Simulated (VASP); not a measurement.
Input of a VASP 6.6.1 run:

File POSCAR:

```
BN
1.0
    0.0000000000      1.7838849403      1.7458259350
    1.7838849403      0.0000000000      1.7458259350
    1.7838849403      1.7838849403      0.0000000000
B N
1 1
Direct
    0.0000000000      0.0000000000      0.0000000000
    0.5000000000      0.5000000000      0.5000000000
```

File INCAR.step1:

```
PREC = Accurate
ENCUT = 520
ISMEAR = 0
SIGMA = 0.01
LREAL = False
LASPH = True
NELM = 60
NBANDS = 11
GGA = PE
ALGO = Normal
EDIFF = 1E-4
LWAVE = True
LCHARG = False
```

The input INCAR.step2:

```
PREC = Accurate
ENCUT = 520
EDIFF = 1E-7
ISMEAR = 0
SIGMA = 0.01
LREAL = False
LASPH = True
NELM = 60
ALGO = Normal
ISIF = 2
LWAVE = False
LCHARG = True
METAGGA = R2SCAN
LMIXTAU = True
LELF = True
LVHAR = True
NBANDS = 11
ISTART = 1
```

File KPOINTS:

```
regular mesh
0
Gamma
  12 12 12
```

Potentials or basis: VASP PAW PBE potentials, release 64 (B, N).

The run is started by

```sh
$ cat potpaw_PBE.64/B/POTCAR potpaw_PBE.64/N/POTCAR > POTCAR
$ cp INCAR.step1 INCAR
$ mpirun -np 1 vasp_std > vasp.out
$ cp INCAR.step2 INCAR
$ mpirun -np 1 vasp_std > vasp.out
```

Problem. Predict the band gap on the k mesh.

Solution. 0.67 eV, indirect (least direct gap 6.12 eV).

Problem. Predict the pressure.

Solution. -15.2 GPa.

Stress tensor (GPa, compression positive):
```
-16.16   0.00   0.00
  0.00 -16.16   0.00
  0.00   0.00 -13.22
```

Caveat: the cell differs from its parent crystal (biaxial xy strain +2.2%); the PAW data sets were made with another functional, which shifts forces and pressure a little. A k mesh can miss the band edges.
